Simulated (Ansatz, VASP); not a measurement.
GaAs: VASP beside Ansatz

File INCAR:

```
PREC = Accurate
ENCUT = 500
EDIFF = 1E-7
ISMEAR = 0
SIGMA = 0.01
LREAL = F
LASPH = T
NELM = 120
ALGO = Normal
ISIF = 3
LWAVE = F
LCHARG = F
IBRION = 2
NSW = 100
EDIFFG = -0.002
GGA_COMPAT = F
NELMIN = 4
```

Contents of KPOINTS:

```
Automatic mesh
0
Gamma
  12 12 12
```

The input POSCAR:

```
GaAs
1.0
    0.0000000000      2.8265000000      2.8265000000
    2.8265000000      0.0000000000      2.8265000000
    2.8265000000      2.8265000000      0.0000000000
Ga As
1 1
Direct
    0.0000000000      0.0000000000      0.0000000000
    0.2500000000      0.2500000000      0.2500000000
```

Input for Ansatz:

```yaml
crystal:
  lattice:
    - [0.0, 2.8265, 2.8265]
    - [2.8265, 0.0, 2.8265]
    - [2.8265, 2.8265, 0.0]
  atoms:
    - { symbol: Ga, position: [0.0, 0.0, 0.0] }
    - { symbol: As, position: [0.25, 0.25, 0.25] }
basis:
  ecutwfc: 420
kpoints:
  mp_grid: { grid: [12, 12, 12] }
hamiltonian:
  xc: lda
  pseudopotentials: { kind: paw, azcp: { folder: soft_1 } }
scf:
  occupations: { method: gaussian, width: 0.01 }
output:
  forces: true
  stress: true
  eigenvalues: true
relax:
  adjacent_minimum: "off"
  f_tol: 0.002
  max_steps: 80
  cell: { stress_tol: 0.02 }
```

Alike in both runs: task relaxation of cell and atoms; functional LDA; k mesh 12 × 12 × 12; occupations gaussian, width 0.01 eV; no spin polarisation.

|  | VASP | Ansatz |
| --- | --- | --- |
| version | VASP 6.6.1 | Ansatz 0.2.0 |
| potentials or method | VASP PAW LDA potentials, release 64 (Ga_d, As), cutoff 500 eV | scalar-relativistic, plane waves, PAW |
| valence electrons in the cell | 18 | 28 |

|  | VASP | Ansatz | Ansatz less VASP |
| --- | --- | --- | --- |
| gap on the k mesh at the Fermi level, each at its own relaxed structure (eV) | 0.50 | 0.49 | -0.011 |
| relaxed volume (Å³/atom) | 22.08 | 21.98 | -0.099 |
| relaxed length of the cell vector where the two differ most in proportion (Å) | 3.968 | 3.962 | -0.0059 |

Ansatz warns that its potentials were made for another functional, while VASP's fit it. LDA's correlation is that of Perdew and Zunger in VASP and of Perdew and Wang (1992) in Ansatz. VASP's potentials hold 18 valence electrons a cell and Ansatz's 28, so a difference there can come from the potentials and not from the codes.
